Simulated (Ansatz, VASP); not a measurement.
TiCo: VASP beside Ansatz

File INCAR:

```
PREC = Accurate
ENCUT = 520
EDIFF = 1E-6
ISMEAR = 0
SIGMA = 0.15
LREAL = False
LASPH = True
NELM = 150
ALGO = Normal
ISIF = 2
LWAVE = False
LCHARG = False
ISPIN = 2
MAGMOM = 0 0.75
LORBIT = 11
LMAXMIX = 4
GGA = PS
NBANDS = 22
```

Contents of KPOINTS:

```
Automatic mesh
0
Gamma
  20 20 20
```

Contents of POSCAR:

```
TiCo
1.0
    2.9385037636      0.0000000000      0.0000000000
    0.0000000000      2.9385037636      0.0000000000
    0.0000000000      0.0000000000      2.7915785754
Ti Co
1 1
Direct
    0.0000000000      0.0000000000      0.0000000000
    0.5000000000      0.5000000000      0.5000000000
```

Input for Ansatz:

```yaml
crystal:
  lattice:
    - [2.9385037636, 0.0, 0.0]
    - [0.0, 2.9385037636, 0.0]
    - [0.0, 0.0, 2.7915785754]
  atoms:
    - { symbol: Ti, position: [0.0, 0.0, 0.0] }
    - { symbol: Co, position: [0.5, 0.5, 0.5], spin: 0.75 }
basis:
  ecutwfc: 420
kpoints:
  mp_grid: { grid: [20, 20, 20] }
hamiltonian:
  xc: pbesol
scf:
  occupations: { method: gaussian, width: 0.15 }
output:
  forces: true
  stress: true
  eigenvalues: true
  populations: true
  write_density: true
  write_potential: true
  elf: true
  volumetric_format: npy
magnetization:
  spin_polarized: true
```

Change from the starting cell: strain +0.000 along x and y, -0.050 along z, atoms carried along.

Alike in both runs: task single point; functional PBEsol; k mesh 20 × 20 × 20; occupations gaussian, width 0.15 eV; collinear spin.

|  | VASP | Ansatz |
| --- | --- | --- |
| version | VASP 6.6.1 | Ansatz 0.2.0 |
| potentials or method | VASP PAW PBE potentials, release 64 (Ti_sv, Co), cutoff 520 eV | scalar-relativistic, plane waves, PAW |
| valence electrons in the cell | 21 | 29 |

|  | VASP | Ansatz | Ansatz less VASP |
| --- | --- | --- | --- |
| gap on the k mesh at the Fermi level (eV) | none | none | - |
| pressure (GPa) | 9.2 | 9.8 | +0.61 |
| traceless stress, the component that is largest in VASP (GPa) | 1.67 | 1.55 | -0.115 |
| net moment per atom (μB) | 0.00 | 0.00 | -0.002 |

VASP's potentials were made for PBE, not for PBEsol. A gap of «none» marks a metal or a gap that the smearing closes. VASP's potentials hold 21 valence electrons a cell and Ansatz's 29, so a difference there can come from the potentials and not from the codes. Ansatz's warnings: seeded moment not kept.
